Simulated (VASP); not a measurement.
# Zn23S24 (a cell with a defect) in VASP: single point with PBE

Aim: the single point of Zn23S24 (a cell with a defect) with PBE.

Everything below comes from runs of VASP 6.6.1. Logs are shortened: lines on timing, memory, paths and dates and some standing lists are left out, and cuts for length are marked.

## Step 1: The cell of the first run

The cell holds a defect, 47 atoms: a = 9.943 Å, b = 9.943 Å, c = 9.943 Å, α = 84.08°, β = 84.08°, γ = 84.08°.

## Step 2: Single point, PBE, collinear spin (atoms taken out, then relaxed in part)

INCAR

```
SYSTEM = Zn23S24
  ALGO = Fast
  EDIFF = 1E-6
  ENCUT = 520
  GGA = PE
  ISIF = 2
  ISMEAR = 0
  ISPIN = 2
  LASPH = .TRUE.
  LCHARG = .FALSE.
  LORBIT = 11
  LREAL = Auto
  LWAVE = .FALSE.
  MAGMOM = 0 0 0 0 0 0 0 0 0 0 0 0 0 0 0 0 0 0 0 0 0 0 0 0.25 0 0 0 0 0 0 0 0 0 0 0 0 0 0 0 0 0 0 0 0.25 0.25 0 0.25
  NBANDS = 243
  NELECT = 421.0
  NELM = 150
  PREC = Accurate
  SIGMA = 0.01
```

KPOINTS

```
k-points
0
G
  1 1 1
  0 0 0
```

POSCAR

```
Zn23S24
1.0
    3.8440669338     -6.6581192371     -6.3046430411
   -7.6881338677      0.0000000001     -6.3046430411
    3.8440669339      6.6581192371     -6.3046430411
Zn S
23 24
Direct
    0.3333703101      0.5000369767      0.1667036434
    0.9955409502      0.6673295701      0.3397120657
    0.5063787324      0.1622076168      0.3339962368
    0.5006629035      0.6730453990      0.8288742835
    0.1676613492      0.3330619649      0.4998040868
    0.8290516909      1.0008747455      0.1726248879
    0.1663952983      0.8331374201      1.0009946826
    0.8342080789      0.5059582212      0.6623850242
    0.6664707534      0.3343280159      0.9997286316
    0.3392915546      0.9957183576      0.6675414122
    0.9984265909      0.1650932575      0.8317599242
    0.6596413656      0.5072216013      0.3345697905
    0.3340081202      0.1652830115      1.0004309210
    0.9986163449      0.3337642544      0.1673414536
    0.5012364572      0.8263080323      0.1738882679
    0.5007164035      0.3343581951      0.6657607488
    0.1676915285      0.9990940821      0.3340497368
    0.8324274155      0.6673830702      1.0010248618
    0.1670975877      0.5006747869      0.8319496782
    0.8282148187      0.1638955099      0.4955081921
    0.6621748588      0.9948814854      0.8305621766
    0.3405549346      0.6679031239      0.4929746989
    0.9972288432      0.8288415254      0.6615481520
    0.5464017423      0.7130684090      0.3797350756
    0.2082229437      0.3748896104      0.0415562770
    0.8739854270      0.5418420301      0.2095748985
    0.3762415652      0.0406520936      0.2085086968
    0.3751753635      0.5429082318      0.7073187603
    0.0419145715      0.2084737668      0.3757212426
    0.7079013702      0.8758988358      0.0427423805
    0.0418071001      0.7090545759      0.8752479048
    0.7092321691      0.3760757138      0.5412347035
    0.5423879093      0.2085812381      0.8751404334
    0.2094090471      0.8745680369      0.5425655024
    0.8747050265      0.0413716932      0.7080383598
    0.5412653552      0.3743368596      0.2084659901
    0.2081975364      0.0420880252      0.8751094320
    0.8754213585      0.2084427654      0.0415308698
    0.3751326568      0.7079320219      0.0410035263
    0.3758952849      0.2081133381      0.5417729356
    0.0414466714      0.8751062690      0.2092286183
    0.7084396023      0.5425619516      0.8747800048
    0.0417760987      0.3748642031      0.7087546919
    0.7079800771      0.0383353279      0.3774109363
    0.5440776029      0.8746467437      0.7050019946
    0.2076701930      0.5417993235      0.3745986886
    0.8716686613      0.7107442696      0.5413134104
```

Potentials or basis: VASP PAW PBE potentials, release 64 (Zn, S).

Command:

```sh
$ cat potpaw_PBE.64/Zn/POTCAR potpaw_PBE.64/S/POTCAR > POTCAR
$ mpirun -np 1 vasp_gam > vasp.out
```

OUTCAR:

```text
SYSTEM = Zn23S24
   EDIFF = 1E-6
   ENCUT = 520
   GGA = PE
   ISIF = 2
   ISMEAR = 0
   ISPIN = 2
   LASPH = .TRUE.
   LORBIT = 11
   LREAL = Auto
   NELECT = 421.0
   NELM = 150
   PREC = Accurate

 ion  position               nearest neighbor table
   1  0.333  0.500  0.167-  36 2.35  39 2.35  46 2.35  25 2.37
   2  0.996  0.667  0.340-  47 2.30  46 2.38  26 2.38  41 2.38
   3  0.506  0.162  0.334-  44 2.30  36 2.38  27 2.38  40 2.38
   4  0.501  0.673  0.829-  45 2.30  39 2.38  28 2.38  42 2.38
   5  0.168  0.333  0.500-  40 2.35  46 2.36  29 2.36  43 2.36
   6  0.829  0.001  0.173-  44 2.30  30 2.37  41 2.38  38 2.38
[... 35 lines left out ...]
  42  0.708  0.543  0.875-   9 2.35  18 2.36   8 2.38   4 2.38
  43  0.042  0.375  0.709-  19 2.36  11 2.36   5 2.36   8 2.38
  44  0.708  0.038  0.377-  20 2.29   3 2.30   6 2.30
  45  0.544  0.875  0.705-  21 2.29   4 2.30  10 2.30
  46  0.208  0.542  0.375-   1 2.35   5 2.36   2 2.38  22 2.38
  47  0.872  0.711  0.541-  23 2.29   2 2.30   8 2.30

  LATTYP: Found a trigonal (rhomboedric) cell.
 ALAT       =     9.9426317564
 COS(alpha) =     0.1031280883

  Lattice vectors:

 A1 = (   3.8440669338,  -6.6581192371,  -6.3046430411)
 A2 = (  -7.6881338677,   0.0000000001,  -6.3046430411)
 A3 = (   3.8440669339,   6.6581192371,  -6.3046430411)

Analysis of symmetry for initial positions (statically):
=====================================================================
 Subroutine PRICEL returns:
 Original cell was already a primitive cell.

 Routine SETGRP: Setting up the symmetry group for a
 trigonal (rhombohedral) supercell.

 Subroutine GETGRP returns: Found  3 space group operations
 (whereof  1 operations were pure point group operations)
 out of a pool of 12 trial point group operations.

The static configuration has the point symmetry C_1 .
 The point group associated with its full space group is C_3 .

Analysis of symmetry for dynamics (positions and initial velocities):
=====================================================================
 Subroutine PRICEL returns:
 Original cell was already a primitive cell.

 Routine SETGRP: Setting up the symmetry group for a
 trigonal (rhombohedral) supercell.

 Subroutine GETGRP returns: Found  3 space group operations
 (whereof  1 operations were pure point group operations)
 out of a pool of 12 trial point group operations.

The dynamic configuration has the point symmetry C_1 .
 The point group associated with its full space group is C_3 .

Analysis of structural, dynamic, and magnetic symmetry:
=====================================================================
 Subroutine PRICEL returns:
 Original cell was already a primitive cell.

 Routine SETGRP: Setting up the symmetry group for a
 trigonal (rhombohedral) supercell.

 Subroutine GETGRP returns: Found  3 space group operations
 (whereof  1 operations were pure point group operations)
 out of a pool of 12 trial point group operations.

The overall configuration has the point symmetry C_1 .
 The point group associated with its full space group is C_3 .

 Subroutine INISYM returns: Found  3 space group operations
 (whereof  1 operations are pure point group operations),
 and found     1 'primitive' translations

----------------------------------------------------------------------------------------

                                     Primitive cell

  volume of cell :     968.1759

  direct lattice vectors                    reciprocal lattice vectors
     3.844066934 -6.658119237 -6.304643041     0.043356859 -0.075096282 -0.052871087
    -7.688133868  0.000000000 -6.304643041    -0.086713717  0.000000000 -0.052871087
     3.844066934  6.658119237 -6.304643041     0.043356859  0.075096282 -0.052871087

  length of vectors
     9.942631756  9.942631756  9.942631756     0.101560921  0.101560921  0.101560921

  position of ions in fractional coordinates (direct lattice)
     0.333370310  0.500036977  0.166703643
     0.995540950  0.667329570  0.339712066
     0.506378732  0.162207617  0.333996237
     0.500662904  0.673045399  0.828874283
     0.167661349  0.333061965  0.499804087
[... 126 lines left out ...]
   dimension x,y,z NGXF=   160 NGYF=  160 NGZF=  160
   ions per type =              23  24
   NGX,Y,Z   is equivalent  to a cutoff of  13.38, 13.38, 13.38 a.u.
   NGXF,Y,Z  is equivalent  to a cutoff of  26.75, 26.75, 26.75 a.u.
 SYSTEM =  Zn23S24
   PREC   = accura    normal or accurate (medium, high low for compatibility)
   ISTART =      0    job   : 0-new  1-cont  2-samecut
   ICHARG =      2    charge: 1-file 2-atom 10-const
   ISPIN  =      2    spin polarized calculation?
   LNONCOLLINEAR =      F non collinear calculations
   LSORBIT =      F    spin-orbit coupling
   LASPH  =      T    aspherical Exc in radial PAW
   ENCUT  =  520.0 eV  38.22 Ry    6.18 a.u.  18.49 18.49 18.49*2*pi/ulx,y,z
   NELM   =    150;   NELMIN=  2; NELMDL= -5     # of ELM steps
   EDIFF  = 0.1E-05   stopping-criterion for ELM
   LREAL  =      T    real-space projection
   EDIFFG = 0.1E-04   stopping-criterion for IOM
   NSW    =      0    number of steps for IOM
   IBRION =     -1    ionic relax: 0-MD 1-quasi-New 2-CG
   NFREE  =      0    steps in history (QN), initial steepest desc. (CG)
   ISIF   =      2    stress and relaxation
   ISYM   =      2    0-nonsym 1-usesym 2-fastsym
   POTIM  = 0.5000    time-step for ionic-motion
   TEBEG  =    0.0;   TEEND  =   0.0 temperature during run
   PSTRESS=    0.0 pullay stress
   NELECT =     421.0000    total number of electrons
   NUPDOWN=      -1.0000    fix difference up-down
   EMIN   =  10.00;   EMAX   =-10.00  energy-range for DOS
   EFERMI =   0.00;   METHOD = LEGACY
   ISMEAR =     0;   SIGMA  =   0.01  broadening in eV -4-tet -1-fermi 0-gaus
   EFERMI_NEDOS =   21; number of points for ismear=-14 and -15
   IALGO  =     68    algorithm
   IMIX   =      4    mixing-type and parameters
     AMIX     =   0.40;   BMIX     =  1.00
     AMIX_MAG =   1.60;   BMIX_MAG =  1.00
  volume/ion in A,a.u.               =      20.60       139.01
  Fermi-wavevector in a.u.,A,eV,Ry     =   1.240273  2.343777 20.929545  1.538278
  Thomas-Fermi vector in A             =   2.374721
   LORBIT       =     11    0 simple, 1 ext, 2 COOP (PROOUT), +10 PAW based schemes
   GGA     = PE    functional components
   LHFCALC =     F    Hartree Fock is set to
   AEXX    =    0.0000 exact exchange contribution
   IVDW    =     0    specifies the selected vdW correction
   LEPSILON=     F    determine dielectric tensor
   LRPA    =     F    only Hartree local field effects (RPA)
 spin polarized calculation
 RMM-DIIS sequential band-by-band and
 Gauss-broadening in eV      SIGMA  =   0.01
  energy-cutoff  :      520.00
  volume of cell :      968.18
 maximum number of plane-waves:     13053
 NGX is ok and might be reduce to    80
   NGX = 37   NGY = 37   NGZ = 37

 number of electron     421.0000025 magnetization       1.0000000

 Free energy of the ion-electron system (eV)
  ---------------------------------------------------
  ext. energy  EPLUGINS =         0.00000000
  ---------------------------------------------------
  free energy    TOTEN  =      -157.16955078 eV

  energy without entropy =     -157.16390889  energy(sigma->0) =     -157.16672984

 E-fermi :   1.9332     XC(G=0):  -9.4430

 val. band max:        1.9331965358   @ k =   0.0000   0.0000   0.0000
 cond. band min:       1.9331970081   @ k =   0.0000   0.0000   0.0000
 fundamental gap:      0.0000004723
 Fermi energy:         1.9331967720

 spin component 1

 k-point     1 :       0.0000    0.0000    0.0000
  band No.  band energies     occupation
      1     -11.2287      1.00000
      2     -10.6463      1.00000
      3     -10.6463      1.00000
      4     -10.6242      1.00000
      5     -10.6183      1.00000
      6     -10.6183      1.00000
[... 214 lines left out ...]
    221       5.9728      0.00000
    222       6.0430      0.00000
 Fermi energy:         1.9331967720

 spin component 2

 k-point     1 :       0.0000    0.0000    0.0000
  band No.  band energies     occupation
      1     -11.2045      1.00000
      2     -10.6232      1.00000
      3     -10.6232      1.00000
      4     -10.5948      1.00000
      5     -10.5948      1.00000
      6     -10.5936      1.00000
[... 214 lines left out ...]
    221       5.9832      0.00000
    222       6.0561      0.00000
 [bands above 222 left out]

------------------------ aborting loop because EDIFF is reached ----------------------------------------

  FORCE on cell =-STRESS in cart. coord.  units (eV):
  Direction    XX          YY          ZZ          XY          YZ          ZX
  --------------------------------------------------------------------------------------
  -------------------------------------------------------------------------------------
  Total        1.3362040      1.3362040      8.6266589     -0.0000001     -0.0000000     -0.0000000
  in kB        2.2112055      2.2112055     14.2757505     -0.0000001     -0.0000000     -0.0000000
  external PRESSURE =       6.2327205 kB  Pullay stress =       0.0000000 kB

 VOLUME and BASIS-vectors are now :
 -----------------------------------------------------------------------------
  energy-cutoff  :      520.00
  volume of cell :      968.18
      direct lattice vectors                 reciprocal lattice vectors
     3.844066934 -6.658119237 -6.304643041     0.043356859 -0.075096282 -0.052871087
    -7.688133868  0.000000000 -6.304643041    -0.086713717  0.000000000 -0.052871087
     3.844066934  6.658119237 -6.304643041     0.043356859  0.075096282 -0.052871087

 POSITION                                       TOTAL-FORCE (eV/Angst)
 -----------------------------------------------------------------------------------
     -1.92203     -1.10969     -6.30534         0.000000      0.000000     -0.000875
      0.00228     -4.36659    -12.62557         0.003306     -0.005269     -0.001820
      1.98338     -1.14774     -6.32093        -0.006216     -0.000229     -0.001820
     -0.06363      2.18527    -12.62557         0.002910      0.005497     -0.001820
      0.00516      2.21145     -6.30797         0.003553     -0.001728      0.001305
      3.84379     -4.37057     -6.32073        -0.002896     -0.004425     -0.002976
[... 39 lines left out ...]
     -1.92715      1.11143     -7.08685        -0.002927     -0.004881      0.004464
     -0.03270     -2.19954    -13.38934        -0.022349      0.014955      0.009120
 -----------------------------------------------------------------------------------
    total drift:                                0.000845      0.000163     -0.001505

  FREE ENERGIE OF THE ION-ELECTRON SYSTEM (eV)
  ---------------------------------------------------
  free  energy   TOTEN  =      -157.1695507837 eV

  energy  without entropy=     -157.1639088879  energy(sigma->0) =     -157.16672984

 total charge

# of ion       s       p       d       tot
------------------------------------------
    1        0.513   0.461   9.796  10.770
    2        0.514   0.461   9.796  10.771
    3        0.514   0.461   9.796  10.771
    4        0.514   0.461   9.796  10.771
    5        0.511   0.461   9.797  10.768
    6        0.515   0.460   9.796  10.770
[... 39 lines left out ...]
   46        1.315   2.426   0.000   3.741
   47        1.327   2.399   0.000   3.726
--------------------------------------------------
tot         43.365  68.740 225.315 337.420

 magnetization (x)

# of ion       s       p       d       tot
------------------------------------------
    1       -0.001   0.001   0.005   0.005
    2       -0.001   0.001   0.006   0.006
    3       -0.001   0.001   0.006   0.006
    4       -0.001   0.001   0.006   0.006
    5       -0.001  -0.000   0.004   0.003
    6       -0.001   0.001   0.006   0.006
[... 39 lines left out ...]
   46        0.001   0.025   0.000   0.026
   47        0.003   0.075   0.000   0.078
--------------------------------------------------
tot         -0.000   0.612   0.107   0.719
```

It took 18 min on 1 thread of Oxide Virtual Turin-like, shared host; peak memory 1.4 GiB.

Results:

```
Free energy                                           : -157.1696 eV
Largest force                                         : 0.028 eV/Å
Net moment                                            : 1.00 μB per cell
Site moments                                          : Zn +0.01, +0.00 (each value once); S +0.03, +0.01, +0.02, +0.08 (each value once) μB
Valence electrons inside the program's atomic spheres : Zn 10.77; S 3.73, 3.74 (each value once)
```

Forces in eV/Å, atoms in the order of the input:
```
Zn   0.000  0.000 -0.001
Zn   0.003 -0.005 -0.002
Zn  -0.006  0.000 -0.002
Zn   0.003  0.005 -0.002
Zn   0.004 -0.002  0.001
Zn  -0.003 -0.004 -0.003
Zn   0.000  0.004  0.001
Zn   0.005  0.000 -0.003
Zn  -0.003 -0.002  0.001
Zn  -0.002  0.005 -0.003
Zn   0.000  0.000  0.001
Zn  -0.001 -0.001  0.001
Zn  -0.001  0.001 -0.001
Zn  -0.001 -0.001 -0.001
Zn   0.000  0.001  0.001
Zn   0.000  0.003  0.000
Zn  -0.002 -0.001  0.000
Zn   0.002 -0.001  0.000
Zn   0.001  0.000 -0.001
Zn  -0.003 -0.001 -0.004
Zn   0.001  0.003 -0.004
Zn   0.001 -0.001  0.001
Zn   0.002 -0.002 -0.004
S    0.000  0.000 -0.020
S    0.000  0.000  0.007
S   -0.001  0.000 -0.003
S    0.000  0.001 -0.003
S    0.001  0.000 -0.003
S    0.004  0.001 -0.004
S   -0.004 -0.004 -0.005
S   -0.003  0.003 -0.004
S    0.005 -0.002 -0.005
S   -0.001 -0.004 -0.004
S   -0.001  0.005 -0.005
S    0.000  0.000  0.006
S   -0.003  0.005  0.004
S   -0.006 -0.001  0.002
S    0.004 -0.005  0.002
S    0.006  0.000  0.004
S    0.001  0.001  0.007
S   -0.002  0.000  0.007
S    0.000 -0.002  0.007
S    0.002  0.005  0.002
S    0.024  0.012  0.009
S   -0.002 -0.027  0.009
S   -0.003 -0.005  0.004
S   -0.022  0.015  0.009
```

Caveat: the k points lie up to 0.64 Å⁻¹ apart; the cell carries a net charge on a neutralising background, which shifts energy and pressure; the cell differs from its parent crystal (atoms taken out, then relaxed in part); the cell is charged against a uniform background, so pressure and absolute levels hang on convention.
